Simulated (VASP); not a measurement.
# Cr (P6_3/mmc) in VASP: single point with PBEsol

Aim: the single point of Cr with PBEsol.

Everything below comes from runs of VASP 6.6.1. Logs are shortened: lines on timing, memory, paths and dates and some standing lists are left out, and cuts for length are marked.

### Step 1. The cell of the first run

It takes space group P6_3/mmc (No. 194, hexagonal). Conventional cell: a = 2.460 Å, b = 2.460 Å, c = 4.386 Å, α = 90.00°, β = 90.00°, γ = 120.00°. Cr (site symmetry -6m2) has 12 Cr at 2.46 to 2.61 Å within 3.2 Å.

### Step 2. Single point, PBEsol

INCAR

```
SYSTEM = Cr
PREC = Accurate ; ENCUT = 520
EDIFF = 1E-7 ; ISMEAR = -1
SIGMA = 0.1 ; LREAL = .FALSE.
LASPH = .TRUE. ; NELM = 60
ALGO = Normal ; ISIF = 2
LWAVE = .FALSE. ; LCHARG = .FALSE.
GGA = PS ; NBANDS = 19
```

KPOINTS

```
Automatic mesh
0
G
  24 24 12
  0 0 0
```

POSCAR

```
Cr
1.0
    2.4603196535      0.0000000000      0.0000000000
   -1.2301598267      2.1306993214      0.0000000000
    0.0000000000      0.0000000000      4.3858709536
Cr
2
Direct
    0.3333333333      0.6666666667      0.2500000000
    0.6666666667      0.3333333333      0.7500000000
```

Potentials or basis: VASP PAW PBE potentials, release 64 (Cr_pv).

On the command line:

```bash
$ cat potpaw_PBE.64/Cr_pv/POTCAR > POTCAR
$ mpirun -np 1 vasp_std > vasp.out
```

OUTCAR:

```text
SYSTEM = Cr
   PREC = Accurate
   ENCUT = 520
   EDIFF = 1E-7
   ISMEAR = -1
   LREAL = .FALSE.
   LASPH = .TRUE.
   NELM = 60
   ISIF = 2
   GGA = PS

 ion  position               nearest neighbor table
   1  0.333  0.667  0.250-   2 2.61   2 2.61   2 2.61   2 2.61   2 2.61   2 2.61
   2  0.667  0.333  0.750-   1 2.61   1 2.61   1 2.61   1 2.61   1 2.61   1 2.61

  LATTYP: Found a hexagonal cell.
 ALAT       =     2.4603196535
 C/A-ratio  =     1.7826427340

  Lattice vectors:

 A1 = (   2.4603196535,   0.0000000000,   0.0000000000)
 A2 = (  -1.2301598267,   2.1306993214,   0.0000000000)
 A3 = (   0.0000000000,   0.0000000000,   4.3858709536)

Analysis of symmetry for initial positions (statically):
=====================================================================
 Subroutine PRICEL returns:
 Original cell was already a primitive cell.

 Routine SETGRP: Setting up the symmetry group for a
 hexagonal supercell.

 Subroutine GETGRP returns: Found 24 space group operations
 (whereof 12 operations were pure point group operations)
 out of a pool of 24 trial point group operations.

The static configuration has the point symmetry D_3d.
 The point group associated with its full space group is D_6h.

Analysis of symmetry for dynamics (positions and initial velocities):
=====================================================================
 Subroutine PRICEL returns:
 Original cell was already a primitive cell.

 Routine SETGRP: Setting up the symmetry group for a
 hexagonal supercell.

 Subroutine GETGRP returns: Found 24 space group operations
 (whereof 12 operations were pure point group operations)
 out of a pool of 24 trial point group operations.

The dynamic configuration has the point symmetry D_3d.
 The point group associated with its full space group is D_6h.

 Subroutine INISYM returns: Found 24 space group operations
 (whereof 12 operations are pure point group operations),
 and found     1 'primitive' translations

----------------------------------------------------------------------------------------

                                     Primitive cell

  volume of cell :      22.9916

  direct lattice vectors                    reciprocal lattice vectors
     2.460319654  0.000000000  0.000000000     0.406451251  0.234664739  0.000000000
    -1.230159827  2.130699321  0.000000000     0.000000000  0.469329478  0.000000000
     0.000000000  0.000000000  4.385870954     0.000000000  0.000000000  0.228004884

  length of vectors
     2.460319654  2.460319654  4.385870954     0.469329478  0.469329478  0.228004884

  position of ions in fractional coordinates (direct lattice)
     0.333333333  0.666666667  0.250000000
     0.666666667  0.333333333  0.750000000

  ion indices of the primitive-cell ions
   primitive index   ion index
                 1           1
                 2           2

----------------------------------------------------------------------------------------

 KPOINTS: Automatic mesh

Automatic generation of k-mesh.
 Grid dimensions read from file:
 generate k-points for:   24   24   12

 Generating k-lattice:

  Cartesian coordinates                     Fractional coordinates (reciprocal lattice)
     0.016935469  0.009777697  0.000000000     0.041666667  0.000000000  0.000000000
     0.000000000  0.019555395  0.000000000     0.000000000  0.041666667  0.000000000
     0.000000000  0.000000000  0.019000407     0.000000000  0.000000000  0.083333333

  Length of vectors
     0.019555395  0.019555395  0.019000407

  Shift w.r.t. Gamma in fractional coordinates (k-lattice)
     0.000000000  0.000000000  0.000000000

 Subroutine IBZKPT returns following result:
 ===========================================

 Found    427 irreducible k-points:

 Following reciprocal coordinates:
            Coordinates               Weight
  0.000000  0.000000  0.000000      1.000000
  0.041667 -0.000000  0.000000      6.000000
  0.083333 -0.000000  0.000000      6.000000
  0.125000 -0.000000  0.000000      6.000000
  0.166667 -0.000000  0.000000      6.000000
  0.208333  0.000000  0.000000      6.000000
[... 16 lines left out ...]
  0.416667  0.041667  0.000000     12.000000
  0.458333  0.041667  0.000000     12.000000
 [... further k-points ...]
   k-points           NKPTS =    427   k-points in BZ     NKDIM =    427   number of bands    NBANDS=     19
   number of dos      NEDOS =    301   number of ions     NIONS =      2
   total plane-waves  NPLWV =  11664
   dimension x,y,z NGX =    18 NGY =   18 NGZ =   36
   dimension x,y,z NGXF=    36 NGYF=   36 NGZF=   72
   ions per type =               2
   NGX,Y,Z   is equivalent  to a cutoff of  12.16, 12.16, 13.65 a.u.
   NGXF,Y,Z  is equivalent  to a cutoff of  24.33, 24.33, 27.29 a.u.
 SYSTEM =  Cr
   PREC   = accura    normal or accurate (medium, high low for compatibility)
   ISTART =      0    job   : 0-new  1-cont  2-samecut
   ICHARG =      2    charge: 1-file 2-atom 10-const
   ISPIN  =      1    spin polarized calculation?
   LNONCOLLINEAR =      F non collinear calculations
   LSORBIT =      F    spin-orbit coupling
   LASPH  =      T    aspherical Exc in radial PAW
   ENCUT  =  520.0 eV  38.22 Ry    6.18 a.u.   4.57  4.57  8.15*2*pi/ulx,y,z
   NELM   =     60;   NELMIN=  2; NELMDL= -5     # of ELM steps
   EDIFF  = 0.1E-06   stopping-criterion for ELM
   LREAL  =      F    real-space projection
   EDIFFG = 0.1E-05   stopping-criterion for IOM
   NSW    =      0    number of steps for IOM
   IBRION =     -1    ionic relax: 0-MD 1-quasi-New 2-CG
   NFREE  =      0    steps in history (QN), initial steepest desc. (CG)
   ISIF   =      2    stress and relaxation
   ISYM   =      2    0-nonsym 1-usesym 2-fastsym
   POTIM  = 0.5000    time-step for ionic-motion
   TEBEG  =    0.0;   TEEND  =   0.0 temperature during run
   PSTRESS=    0.0 pullay stress
   NELECT =      24.0000    total number of electrons
   NUPDOWN=      -1.0000    fix difference up-down
   EMIN   =  10.00;   EMAX   =-10.00  energy-range for DOS
   EFERMI =   0.00;   METHOD = LEGACY
   ISMEAR =    -1;   SIGMA  =   0.10  broadening in eV -4-tet -1-fermi 0-gaus
   EFERMI_NEDOS =   21; number of points for ismear=-14 and -15
   IALGO  =     38    algorithm
   IMIX   =      4    mixing-type and parameters
     AMIX     =   0.40;   BMIX     =  1.00
     AMIX_MAG =   1.60;   BMIX_MAG =  1.00
  volume/ion in A,a.u.               =      11.50        77.58
  Fermi-wavevector in a.u.,A,eV,Ry     =   1.660691  3.138250 37.523416  2.757893
  Thomas-Fermi vector in A             =   2.747883
   LORBIT       =      0    0 simple, 1 ext, 2 COOP (PROOUT), +10 PAW based schemes
   GGA     = PS    functional components
   LHFCALC =     F    Hartree Fock is set to
   AEXX    =    0.0000 exact exchange contribution
   IVDW    =     0    specifies the selected vdW correction
   LEPSILON=     F    determine dielectric tensor
   LRPA    =     F    only Hartree local field effects (RPA)
 non-spin polarized calculation
  energy-cutoff  :      520.00
  volume of cell :       22.99
 maximum number of plane-waves:       636
   NGX =  9   NGY =  9   NGZ = 17

 number of electron      23.9999989 magnetization

 Free energy of the ion-electron system (eV)
  ---------------------------------------------------
  ext. energy  EPLUGINS =         0.00000000
  ---------------------------------------------------
  free energy    TOTEN  =       -19.69771221 eV

  energy without entropy =      -19.59507116  energy(sigma->0) =      -19.64639168

 E-fermi :  10.7178     XC(G=0): -13.8397

 val. band max:       10.7146269157   @ k =   0.3333   0.2500   0.0000
 cond. band min:      10.7180944356   @ k =   0.3333   0.1250   0.4167
 fundamental gap:      0.0034675199
 Fermi energy:        10.7177615639

 k-point     1 :       0.0000    0.0000    0.0000
  band No.  band energies     occupation
      1     -32.4244      2.00000
      2     -31.6582      2.00000
      3     -31.5041      2.00000
      4     -31.5041      2.00000
      5     -31.4308      2.00000
      6     -31.4308      2.00000
[... 11 lines left out ...]
     18      13.0066      0.00000
     19      18.1980      0.00000

 k-point     2 :       0.0417   -0.0000    0.0000
  band No.  band energies     occupation
      1     -32.4190      2.00000
      2     -31.6587      2.00000
      3     -31.5204      2.00000
      4     -31.5086      2.00000
      5     -31.4475      2.00000
      6     -31.4337      2.00000
[... 11 lines left out ...]
     18      13.2309      0.00000
     19      18.1980      0.00000

 k-point     3 :       0.0833   -0.0000    0.0000
  band No.  band energies     occupation
      1     -32.4029      2.00000
      2     -31.6603      2.00000
      3     -31.5683      2.00000
      4     -31.5215      2.00000
      5     -31.4962      2.00000
      6     -31.4423      2.00000
[... 11 lines left out ...]
     18      13.7695      0.00000
     19      18.1980      0.00000

 k-point     4 :       0.1250   -0.0000    0.0000
  band No.  band energies     occupation
      1     -32.3769      2.00000
      2     -31.6634      2.00000
      3     -31.6444      2.00000
      4     -31.5728      2.00000
      5     -31.5418      2.00000
      6     -31.4563      2.00000
[... 11 lines left out ...]
     18      14.4627      0.00000
     19      18.1980      0.00000

 k-point     5 :       0.1667   -0.0000    0.0000
  band No.  band energies     occupation
      1     -32.3421      2.00000
      2     -31.7435      2.00000
      3     -31.6711      2.00000
      4     -31.6683      2.00000
      5     -31.5679      2.00000
      6     -31.4747      2.00000
[... 11 lines left out ...]
     18      15.2392      0.00000
     19      18.1980      0.00000

 k-point     6 :       0.2083    0.0000    0.0000
  band No.  band energies     occupation
      1     -32.2999      2.00000
      2     -31.8589      2.00000
      3     -31.7835      2.00000
      4     -31.6756      2.00000
      5     -31.5978      2.00000
      6     -31.4965      2.00000
[... 11 lines left out ...]
     18      16.0681      0.00000
     19      18.1981      0.00000

 k-point     7 :       0.2500   -0.0000    0.0000
  band No.  band energies     occupation
      1     -32.2523      2.00000
      2     -31.9824      2.00000
      3     -31.9020      2.00000
      4     -31.6856      2.00000
      5     -31.6294      2.00000
      6     -31.5201      2.00000
[... 11 lines left out ...]
     18      16.9323      0.00000
     19      18.1983      0.00000

 k-point     8 :       0.2917   -0.0000    0.0000
  band No.  band energies     occupation
      1     -32.2015      2.00000
      2     -32.1054      2.00000
      3     -32.0184      2.00000
      4     -31.6987      2.00000
      5     -31.6606      2.00000
      6     -31.5439      2.00000
[... 256 lines left out ...]
 k-point    20 :       0.2917    0.0417    0.0000
  band No.  band energies     occupation
      1     -32.1728      2.00000
      2     -32.1629      2.00000
      3     -32.0754      2.00000
      4     -31.7073      2.00000
      5     -31.6820      2.00000
      6     -31.5642      2.00000
[... 11 lines left out ...]
     18      18.1989      0.00000
     19      18.3231      0.00000

 k-point    21 :       0.3333    0.0417    0.0000
  band No.  band energies     occupation
      1     -32.2680      2.00000
      2     -32.1724      2.00000
      3     -32.1222      2.00000
      4     -31.7252      2.00000
      5     -31.7102      2.00000
      6     -31.5858      2.00000
[... 11 lines left out ...]
     18      18.1993      0.00000
     19      18.2012      0.00000

 k-point    22 :       0.3750    0.0417    0.0000
  band No.  band energies     occupation
      1     -32.3533      2.00000
      2     -32.2509      2.00000
      3     -32.0758      2.00000
      4     -31.7448      2.00000
      5     -31.7330      2.00000
      6     -31.6035      2.00000
[... 11 lines left out ...]
     18      18.1996      0.00000
     19      18.2007      0.00000

 k-point    23 :       0.4167    0.0417    0.0000
  band No.  band energies     occupation
      1     -32.4134      2.00000
      2     -32.3061      2.00000
      3     -32.0383      2.00000
      4     -31.7633      2.00000
      5     -31.7490      2.00000
      6     -31.6160      2.00000
[... 11 lines left out ...]
     18      18.0278      0.00000
     19      18.2043      0.00000

 k-point    24 :       0.4583    0.0417    0.0000
  band No.  band energies     occupation
      1     -32.4443      2.00000
      2     -32.3345      2.00000
      3     -32.0164      2.00000
      4     -31.7754      2.00000
      5     -31.7573      2.00000
      6     -31.6225      2.00000
[... 11 lines left out ...]
     18      17.2769      0.00000
     19      18.2008      0.00000

 [... further k-points ...]
[... 5 lines left out ...]
  --------------------------------------------------------------------------------------
  -------------------------------------------------------------------------------------
  Total       -0.0711705     -0.0711705     -0.0599737     -0.0000000      0.0000000     -0.0000000
  in kB       -4.9595357     -4.9595357     -4.1792854     -0.0000000      0.0000000     -0.0000000
  external PRESSURE =      -4.6994523 kB  Pullay stress =       0.0000000 kB

 VOLUME and BASIS-vectors are now :
 -----------------------------------------------------------------------------
  energy-cutoff  :      520.00
  volume of cell :       22.99
      direct lattice vectors                 reciprocal lattice vectors
     2.460319654  0.000000000  0.000000000     0.406451251  0.234664739  0.000000000
    -1.230159827  2.130699321  0.000000000     0.000000000  0.469329478  0.000000000
     0.000000000  0.000000000  4.385870954     0.000000000  0.000000000  0.228004884

 POSITION                                       TOTAL-FORCE (eV/Angst)
 -----------------------------------------------------------------------------------
     -0.00000      1.42047      1.09647         0.000000     -0.000000      0.000000
      1.23016      0.71023      3.28940        -0.000000      0.000000      0.000000
 -----------------------------------------------------------------------------------
    total drift:                               -0.000000      0.000000     -0.000000

  FREE ENERGIE OF THE ION-ELECTRON SYSTEM (eV)
  ---------------------------------------------------
  free  energy   TOTEN  =       -19.6977122079 eV

  energy  without entropy=      -19.5950711568  energy(sigma->0) =      -19.64639168
```

Run time: 100 s. Hardware: 1 thread of Intel Xeon 6975P-C, shared host; peak memory 0.26 GiB.

Results:

```yaml
Free_energy: -19.6977 eV
Pressure: -0.5 GPa
Band_gap_on_the_k_mesh: zero (band 12 reaches 11.70 eV, above the bottom of band 13 at 10.36 eV)
```

Caveat: the PAW data sets were made with another functional, which shifts forces and pressure a little; the run has no spin polarisation, though such a crystal can be magnetic. Spin polarisation is off, so any magnetic state and its effect on volume and gap are missing.
